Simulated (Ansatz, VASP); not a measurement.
## PtSe2 in VASP and in Ansatz

File INCAR:

```
PREC = Accurate
ENCUT = 520
EDIFF = 1E-6
ISMEAR = -1
SIGMA = 0.02
LREAL = False
LASPH = True
NELM = 80
ALGO = Normal
ISIF = 2
LWAVE = False
LCHARG = False
GGA = PE
NBANDS = 18
```

The input KPOINTS:

```
regular mesh
0
Gamma
  8 8 8
```

The input POSCAR:

```
PtSe2
1.0
    0.0000000000      3.1308957810      3.1308957810
    3.1308957810      0.0000000000      3.1308957810
    3.1308957810      3.1308957810      0.0000000000
Pt Se
1 2
Direct
    0.0000000000      0.0000000000      0.0000000000
    0.2500000000      0.2500000000      0.2500000000
    0.7500000000      0.7500000000      0.7500000000
```

Input for Ansatz:

```yaml
crystal:
  lattice:
    - [0.0, 3.130895781, 3.130895781]
    - [3.130895781, 0.0, 3.130895781]
    - [3.130895781, 3.130895781, 0.0]
  atoms:
    - { symbol: Pt, position: [0.0, 0.0, 0.0] }
    - { symbol: Se, position: [0.25, 0.25, 0.25] }
    - { symbol: Se, position: [0.75, 0.75, 0.75] }
kpoints:
  mp_grid: { grid: [8, 8, 8] }
  band_path:
    path:
      - [0.0, 0.0, 0.0]
      - [0.5, 0.0, 0.5]
      - [0.625, 0.25, 0.625]
      - [0.375, 0.375, 0.75]
      - [0.5, 0.5, 0.5]
      - [0.5, 0.25, 0.75]
      - [0.1, 0.0, 0.1]
    npoints: 1
hamiltonian:
  xc: pbe
scf:
  occupations: { method: fermi_dirac, width: 0.02 }
  n_extra_bands: 4
output:
  forces: true
  stress: true
  eigenvalues: true
```

Alike in both runs: task single point; functional PBE; k mesh 8 × 8 × 8; occupations fermi-dirac, width 0.02 eV; no spin polarisation.

|  | VASP | Ansatz |
| --- | --- | --- |
| version | VASP 6.6.1 | Ansatz 0.2.0 |
| potentials or method | VASP PAW PBE potentials, release 64 (Pt, Se) | plane waves, PAW |
| plane-wave cutoff (eV) | 520 | 420 |
| valence electrons in the cell | 22 | 50 |

|  | VASP | Ansatz | Ansatz less VASP |
| --- | --- | --- | --- |
| pressure (GPa) | 1.4 | 1.5 | +0.05 |

VASP's potentials hold 22 valence electrons a cell and Ansatz's 50, so a difference there can come from the potentials and not from the codes.

Neither program's run includes spin-orbit coupling.
